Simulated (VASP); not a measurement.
Crystal: S.

```
CELL_PARAMETERS angstrom
5.67805 0.00000 0.00000
0.00000 5.67805 0.00000
0.00000 0.00000 2.94962
ATOMIC_POSITIONS crystal
S 0.88339 0.88339 0.50000
S 0.11661 0.11661 0.50000
S 0.38339 0.61661 0.00000
S 0.61661 0.38339 0.00000
```

- Program: VASP 6.6.1
- Task: relaxation of the atoms
- Functional: PBE
- Potentials or basis: VASP PAW PBE potentials, release 64 (S)
- Cutoff: 520 eV
- k mesh: 1 × 1 × 2
- Occupations: gaussian, width 0.1 eV
- Spin: no spin polarisation

At the start: pressure 1.2 GPa; volume 23.77 Å³/atom.

Question: How do energy, volume and symmetry change on relaxing?

Answer: Over 3 steps the energy falls by 2.5 meV/atom; space group P4_2/mnm (No. 136, to 0.1 Å) before and after.

The path:
| step | energy change (eV) | largest force (eV/Å) | pressure (GPa) |
| --- | --- | --- | --- |
| 1 | 0.0000 | 0.5429 | 1.15 |
| 2 | 0.0208 | 0.8721 | -1.82 |
| 3 | -0.0098 | 0.0004 | 0.03 |

Final structure:
```
S
1.0
     5.67805    0.00000    0.00000
     0.00000    5.67805    0.00000
     0.00000    0.00000    2.94962
S
4
Cartesian
  5.0094 5.0094 1.4748
  0.6686 0.6686 1.4748
  2.1704 3.5076 0.0000
  3.5076 2.1704 0.0000
```

Caveat: the k points lie up to 1.11 Å⁻¹ apart, too coarse for converged energies and pressures of a metal; this functional lacks dispersion, which holds the molecules together, so the pressure and a relaxed volume are unreliable.
